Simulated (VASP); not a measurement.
Runs of VASP 6.6.1 on AlRu. The structure is that of space group Pm-3m (No. 221), or close to it. The cells are those of the table. 

```tsv
cell	further INCAR settings	gap on the mesh (eV)	pressure (GPa)
a = 2.976, b = 2.842 Å, 2 atoms	ALGO = Fast; EDIFF = 1e-07; NBANDS = 16	none	11.6
a = 2.976, b = 3.021 Å, 2 atoms	ALGO = Fast; EDIFF = 1e-06; NBANDS = 16	none	(b)
a = 2.976, b = 2.932 Å, 2 atoms	ALGO = Fast; EDIFF = 1e-06; NBANDS = 16	none	3.5
a = 2.976, b = 2.798 Å, 2 atoms	ALGO = Fast; EDIFF = 1e-06; NBANDS = 16	none	(a)
a = 2.976, b = 3.066 Å, 2 atoms	ALGO = Fast; EDIFF = 1e-06; NBANDS = 16	none	-6.0
```

Alike in all rows: task single point; level PBEsol; potentials or basis VASP PAW PBE potentials, release 64 (Al, Ru_pv); no spin polarisation; k mesh 20 × 20 × 20; cutoff (eV) 520; smearing gaussian 0.15 eV.

Q: Estimate the missing entries.

A: (a) 16.3; (b) -3.2.

Caveats: the PAW data sets were made with another functional, which shifts forces and pressure a little; the cell stands under tension (at least some runs); the stress differs along the axes, from 8 to 18 GPa (at least some runs); the cell stands under pressure (at least some runs); the stress differs along the axes, from 12 to 26 GPa (at least some runs).

A k mesh can miss the band edges, and the runs leave out spin-orbit coupling on Ru.

A gap of «none» marks levels without a gap at the run's occupations.
